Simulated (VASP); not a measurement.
# Mg (I4/mmm) in VASP: notebook, part 2 of 2

VASP 6.6.1. Earlier steps stand in the parts before.

**4. Single point, PBE (volume 22.977 Å^3 an atom, c/a of the conventional cell 1.1142)**

Input file INCAR:

```
PREC     = Accurate       # precision mode
ENCUT    = 520            # plane-wave cutoff, eV
EDIFF    = 1E-7           # SCF threshold, eV
ISMEAR   = 0              # smearing method
SIGMA    = 0.15           # smearing width, eV
LREAL    = False          # projectors in reciprocal space
LASPH    = True           # aspherical terms in the spheres
NELM     = 60             # most SCF steps
ALGO     = Fast           # electronic algorithm
ISIF     = 2              # what is computed and relaxed
LWAVE    = False          # write WAVECAR
LCHARG   = True           # write CHGCAR
GGA      = PE             # functional
LELF     = True           # ELF
LVHAR    = True         
NBANDS   = 7              # bands
```

Input file KPOINTS:

```
regular mesh
0
Gamma
  20 20 20
```

Input file POSCAR:

```
Mg
1.0
   -1.7275102127      1.7275102127      1.9247918790
    1.7275102127     -1.7275102127      1.9247918790
    1.7275102127      1.7275102127     -1.9247918790
Mg
1
Direct
    0.0000000000      0.0000000000      0.0000000000
```

Potentials or basis: VASP PAW PBE potentials, release 64 (Mg).

Launch:

```sh
$ cat potpaw_PBE.64/Mg/POTCAR > POTCAR
$ mpirun -np 1 vasp_std > vasp.out
```

OUTCAR:

```text
PREC = Accurate
   ENCUT = 520
   EDIFF = 1E-7
   ISMEAR = 0
   LREAL = False
   LASPH = True
   NELM = 60
   ISIF = 2
   GGA = PE

 ion  position               nearest neighbor table
   1  0.000  0.000  0.000-

  LATTYP: Found a body centered tetragonal cell.
 ALAT       =     3.4550204254
 C/A-ratio  =     1.1142000000

  Lattice vectors:

 A1 = (  -1.7275102127,   1.7275102127,   1.9247918790)
 A2 = (   1.7275102127,  -1.7275102127,   1.9247918790)
 A3 = (   1.7275102127,   1.7275102127,  -1.9247918790)

Analysis of symmetry for initial positions (statically):
=====================================================================
 Subroutine PRICEL returns:
 Original cell was already a primitive cell.

 Routine SETGRP: Setting up the symmetry group for a
 body centered tetragonal supercell.

 Subroutine GETGRP returns: Found 16 space group operations
 (whereof 16 operations were pure point group operations)
 out of a pool of 16 trial point group operations.

The static configuration has the point symmetry D_4h.

Analysis of symmetry for dynamics (positions and initial velocities):
[... 153 lines left out ...]
  ---------------------------------------------------
  free energy    TOTEN  =        -1.48276302 eV

  energy without entropy =       -1.47789651  energy(sigma->0) =       -1.48032977

 E-fermi :   2.6581     XC(G=0):  -8.4910

 val. band max:        2.6484682089   @ k =  -0.2500  -0.4000   0.0500
 cond. band min:       2.6582257226   @ k =  -0.3500   0.4500   0.3000
 fundamental gap:      0.0097575137
 Fermi energy:         2.6581345713

 k-point     1 :       0.0000    0.0000    0.0000
  band No.  band energies     occupation
      1      -4.2963      2.00000
      2      15.1046      0.00000
      3      15.1046      0.00000
      4      16.5835      0.00000
      5      17.1445      0.00000
      6      17.1639      0.00000
      7      17.4911      0.00000
[... 221 lines left out ...]
 k-point    24 :      -0.3500    0.0500   -0.0000
  band No.  band energies     occupation
      1      -1.8300      2.00000
      2       5.6366      0.00000
      3      11.9899      0.00000
      4      12.7065      0.00000
      5      14.8079      0.00000
      6      15.2771      0.00000
      7      17.7074      0.00000

 [... further k-points ...]
[... 5 lines left out ...]
  --------------------------------------------------------------------------------------
  -------------------------------------------------------------------------------------
  Total       -0.0494848     -0.0494848      0.0481935      0.0000000     -0.0000000      0.0000000
  in kB       -3.4506186     -3.4506186      3.3605767      0.0000000     -0.0000000      0.0000000
  external PRESSURE =      -1.1802202 kB  Pullay stress =       0.0000000 kB

 VOLUME and BASIS-vectors are now :
 -----------------------------------------------------------------------------
  energy-cutoff  :      520.00
  volume of cell :       22.98
      direct lattice vectors                 reciprocal lattice vectors
    -1.727510213  1.727510213  1.924791879     0.000000000  0.289433889  0.259768345
     1.727510213 -1.727510213  1.924791879     0.289433889  0.000000000  0.259768345
     1.727510213  1.727510213 -1.924791879     0.289433889  0.289433889  0.000000000

 POSITION                                       TOTAL-FORCE (eV/Angst)
 -----------------------------------------------------------------------------------
      0.00000      0.00000      0.00000        -0.000000      0.000000     -0.000000
 -----------------------------------------------------------------------------------
    total drift:                                0.000000      0.000000      0.000000

  FREE ENERGIE OF THE ION-ELECTRON SYSTEM (eV)
  ---------------------------------------------------
  free  energy   TOTEN  =        -1.4827630236 eV

  energy  without entropy=       -1.4778965129  energy(sigma->0) =       -1.48032977
```

OSZICAR:

```text
N       E                     dE             d eps       ncg     rms          rms(c)
DAV:   1    -0.844229912005E+00   -0.84423E+00   -0.77110E+02  9772   0.191E+02
DAV:   2    -0.148848425223E+01   -0.64425E+00   -0.61917E+00 11809   0.109E+01
DAV:   3    -0.149083353406E+01   -0.23493E-02   -0.23483E-02 11613   0.748E-01
DAV:   4    -0.149083716738E+01   -0.36333E-05   -0.36329E-05 12817   0.220E-02
DAV:   5    -0.149083717505E+01   -0.76715E-08   -0.80767E-08 11620   0.700E-04    0.675E-01
RMM:   6    -0.148703280173E+01    0.38044E-02   -0.27367E-04  8980   0.126E-01    0.431E-01
RMM:   7    -0.148275111052E+01    0.42817E-02   -0.11746E-03  9345   0.238E-01    0.242E-02
RMM:   8    -0.148276317071E+01   -0.12060E-04   -0.44912E-05  9485   0.448E-02    0.578E-03
RMM:   9    -0.148276302307E+01    0.14764E-06   -0.34083E-06  9881   0.108E-02    0.623E-04
RMM:  10    -0.148276302359E+01   -0.51833E-09   -0.43311E-07 10120   0.357E-03
   1 F= -.14827630E+01 E0= -.14803298E+01  d E =-.486651E-02
```

stdout:

```text
POSCAR found type information on POSCAR Mg
 POSCAR found :  1 types and       1 ions
 scaLAPACK will be used
 LDA part: xc-table for (Slater+PW92), standard interpolation
 POSCAR, INCAR and KPOINTS ok, starting setup
 FFT: planning ... GRIDC
 FFT: planning ... GRID_SOFT
 FFT: planning ... GRID
 WAVECAR not read
 entering main loop
```

Wall time 20 s (1 thread of Intel Xeon 6975P-C (Granite Rapids), shared host); peak memory 0.22 GiB.

Results:

| Property | Result |
| --- | --- |
| Free energy | -1.4828 eV |
| Pressure | -0.1 GPa |
| Band gap on the k mesh | zero (band 1 reaches 5.18 eV, above the bottom of band 2 at 1.52 eV) |

Stress tensor (GPa, compression positive):
```
-0.35  0.00  0.00
 0.00 -0.35  0.00
 0.00  0.00  0.34
```

Levels at points of the mesh, in eV from the Fermi level:
```tsv
k point	band 1	band 2	band 3	band 4	band 5
(0.00, 0.00, 0.00)	-6.95	12.45	12.45	13.93	14.49
(0.50, 0.00, 0.00)	-1.63	-1.14	9.30	9.98	10.91
(0.50, 0.50, 0.00)	-1.16	-0.41	7.51	8.26	8.93
(0.50, 0.50, 0.50)	2.30	3.16	4.56	4.71	4.71
```

**5. Overview**

| cell | gap on the mesh (eV) | pressure (GPa) |
| --- | --- | --- |
| a = 3.145 Å, angles 103.3, 103.3, 122.6°, 1 atom | none | 1.0 |
| a = 3.114 Å, angles 106.0, 106.0, 116.6°, 1 atom | none | 0.1 |
| a = 3.110 Å, angles 112.5, 112.5, 103.5°, 1 atom | none | -0.1 |

Alike in all rows: task single point; level PBE; potentials or basis VASP PAW PBE potentials, release 64 (Mg); no spin polarisation; k mesh 20 × 20 × 20; cutoff (eV) 520; smearing gaussian 0.15 eV.

Absolute energies hang on the potentials; compare differences alone.
